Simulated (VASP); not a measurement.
Runs of VASP 6.6.1 on MgBeTe3. The structure is that of space group P4/mmm (No. 123), or close to it. The cells are those of the table. 

| task | cell | k mesh | cutoff (eV) | gap on the mesh (eV) | pressure (GPa) | largest force (eV/Å) |
| --- | --- | --- | --- | --- | --- | --- |
| relaxation of cell and atoms | relaxed from a = 4.105, b = 4.105, c = 7.425 Å, 5 atoms | 4 × 4 × 4 | 600 | none | 0.1 | 0.01 |
| single point | a = 3.746, b = 3.746, c = 8.571 Å, 5 atoms | 4 × 4 × 4 | 520 | none | -0.1 | (b) |
| single point | a = 3.764, b = 3.764, c = 8.436 Å, 5 atoms | 10 × 10 × 6 | 520 | none | (a) | 0.01 |
| single point | a = 4.105, b = 4.105, c = 7.425 Å, 5 atoms | 4 × 4 × 4 | 520 | none | 7.4 | 5.68 |

Alike in all rows: level PBE; potentials or basis VASP PAW PBE potentials, release 64 (Mg, Be, Te); no spin polarisation; smearing gaussian 0.1 eV.

**Question.** Fill in the values left out.

**Answer.** (a) 0.0; (b) 0.02.

Caveats: some runs use coarse meshes; spin-orbit coupling is left out, which moves the levels of the heavy elements; forces of over 1 eV/Å act on the atoms, so gaps and moduli don't describe the material at rest (some runs).

A k mesh can miss the band edges, and the runs leave out spin-orbit coupling on Te.

A gap of «none» marks levels without a gap at the run's occupations.
